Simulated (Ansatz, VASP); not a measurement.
## Two plane-wave programs on ZnS

POSCAR

```
ZnS
1.0
    3.8067217484      0.0000000000      0.0000000000
   -1.9033608742      3.2967177392      0.0000000000
    0.0000000000      0.0000000000      6.1832778004
Zn S
2 2
Direct
    0.3333333333      0.6666666667      0.0053880718
    0.6666666667      0.3333333333      0.5053880718
    0.3333333333      0.6666666667      0.3796119282
    0.6666666667      0.3333333333      0.8796119282
```

The input INCAR.step1:

```
  PREC = Accurate
  ENCUT = 520
  ISMEAR = 0
  SIGMA = 0.05
  LREAL = False
  LASPH = True
  NELM = 60
  NBANDS = 26
  GGA = PE
  ALGO = Normal
  EDIFF = 1E-4
  LWAVE = True
  LCHARG = False
```

File INCAR.step2:

```
  PREC = Accurate
  ENCUT = 520
  EDIFF = 1E-6
  ISMEAR = 0
  SIGMA = 0.05
  LREAL = False
  LASPH = True
  NELM = 60
  ALGO = Normal
  ISIF = 2
  LWAVE = False
  LCHARG = False
  METAGGA = R2SCAN
  LMIXTAU = True
  NBANDS = 26
  ISTART = 1
```

The input KPOINTS:

```
regular mesh
0
Gamma
  6 6 4
```

Input for Ansatz:

```yaml
crystal:
  lattice:
    - [3.8067217484, 0.0, 0.0]
    - [-1.9033608742, 3.2967177392, 0.0]
    - [0.0, 0.0, 6.1832778004]
  atoms:
    - { symbol: Zn, position: [0.3333333333, 0.6666666667, 0.0053880718] }
    - { symbol: Zn, position: [0.6666666667, 0.3333333333, 0.5053880718] }
    - { symbol: S, position: [0.3333333333, 0.6666666667, 0.3796119282] }
    - { symbol: S, position: [0.6666666667, 0.3333333333, 0.8796119282] }
basis:
  ecutwfc: 500
kpoints:
  mp_grid: { grid: [6, 6, 4] }
hamiltonian:
  xc: r2scan
scf:
  occupations: { method: gaussian, width: 0.05 }
output:
  forces: true
  stress: true
  eigenvalues: true
  write_density: true
  write_potential: true
  elf: true
  volumetric_format: npy
```

Change from the starting cell: strain -0.0100 x Voigt [0, 0, 1, 0, 0, 0], atoms carried along.

Alike in both runs: task single point; functional r2SCAN; k mesh 6 × 6 × 4; occupations gaussian, width 0.05 eV; no spin polarisation.

|  | VASP | Ansatz |
| --- | --- | --- |
| version | VASP 6.6.1 | Ansatz 0.2.0 |
| potentials or method | VASP PAW PBE potentials, release 64 (Zn, S), cutoff 520 eV | scalar-relativistic, plane waves, PAW |
| valence electrons in the cell | 36 | 36 |

|  | VASP | Ansatz | Ansatz less VASP |
| --- | --- | --- | --- |
| gap on the k mesh at the Fermi level (eV) | 2.86 | 2.85 | -0.011 |
| least direct gap on the mesh (eV) | 2.86 | 2.85 | -0.011 |
| pressure (GPa) | 0.9 | 0.8 | -0.07 |
| traceless stress, the component that is largest in VASP (GPa) | 1.03 | 1.05 | +0.019 |
| rms of the force components (eV/Å) | 0.044 | 0.041 | -0.0036 |

VASP's potentials were made for PBE, not for r2SCAN. Atom by atom the forces differ by 0.004 eV/Å (rms over components).
